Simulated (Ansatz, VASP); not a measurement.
Si2W: VASP beside Ansatz

```
Si W
1.0
    -1.66146    1.58266    3.94000
     1.58266   -1.66146    3.94000
     1.62934    1.62934   -3.97212
Si W
2 1
Direct
  0.33300 0.33300 0.00000
  0.66700 0.66700 0.00000
  0.00000 0.00000 0.00000
```

Change from the starting cell: equal xy, yz and zx shear strains of -2 %.

Alike in both runs: task single point; functional PBE; k mesh 11 × 11 × 14; occupations fermi-dirac, width 0.05 eV; no spin polarisation.

|  | VASP | Ansatz |
| --- | --- | --- |
| version | VASP 6.6.1 | Ansatz 0.2.0 |
| potentials or method | VASP PAW PBE potentials, release 64 (Si, W_sv), cutoff 520 eV | all-electron LAPW, scalar-relativistic |

VASP gave:

| Item | Value |
| --- | --- |
| pressure (GPa) | 2.1 |
| traceless stress, the component that is largest in VASP (GPa) | 4.35 |
| rms of the force components (eV/Å) | 0.094 |

**Question.** Which values does Ansatz return?

**Answer.** Pressure (GPa): 2.0; traceless stress, the component that is largest in VASP (GPa): 4.34; rms of the force components (eV/Å): 0.097.

Atom by atom the forces differ by 0.003 eV/Å (rms over components). Ansatz ran all-electron here, and VASP with PAW potentials.

Neither program's run includes spin-orbit coupling.
